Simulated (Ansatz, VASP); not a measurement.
# One calculation of CoO, two programs

```
CELL_PARAMETERS angstrom
0.00000 2.13150 2.13150
2.13150 0.00000 2.13150
2.13150 2.13150 0.00000
ATOMIC_POSITIONS crystal
Co 0.00000 0.00000 0.00000
O 0.50000 0.50000 0.50000
```

Alike in both runs: task single point; functional PBE; k mesh 6 × 6 × 6; occupations gaussian, width 0.05 eV; collinear spin; Hubbard terms Co d U = 3.3 eV.

```csv
,VASP,Ansatz
version,VASP 6.6.1,Ansatz 0.2.0
potentials or method,"VASP PAW PBE potentials, release 64 (Co, O), cutoff 520 eV","scalar-relativistic, plane waves, PAW"
valence electrons in the cell,15,23
```

Ansatz gave:

| Quantity | Value |
| --- | --- |
| pressure (GPa) | 8.2 |
| net moment per atom (μB) | 1.50 |
| size of the moment on the site where the two differ most (μB) | 2.60 |

Problem. Which values does VASP return?

Solution. Pressure (GPa): -2.4; net moment per atom (μB): 1.50; size of the moment on the site where the two differ most (μB): 2.73.

Site moments also hang on the region over which each program counts them. The programs project onto different local orbitals, so the same U acts differently, and such runs can settle in different states. VASP's potentials hold 15 valence electrons a cell and Ansatz's 23, so a difference there can come from the potentials and not from the codes. Ansatz's warnings: reached outside group.

The k mesh is coarse, so the values compare programs but aren't converged.
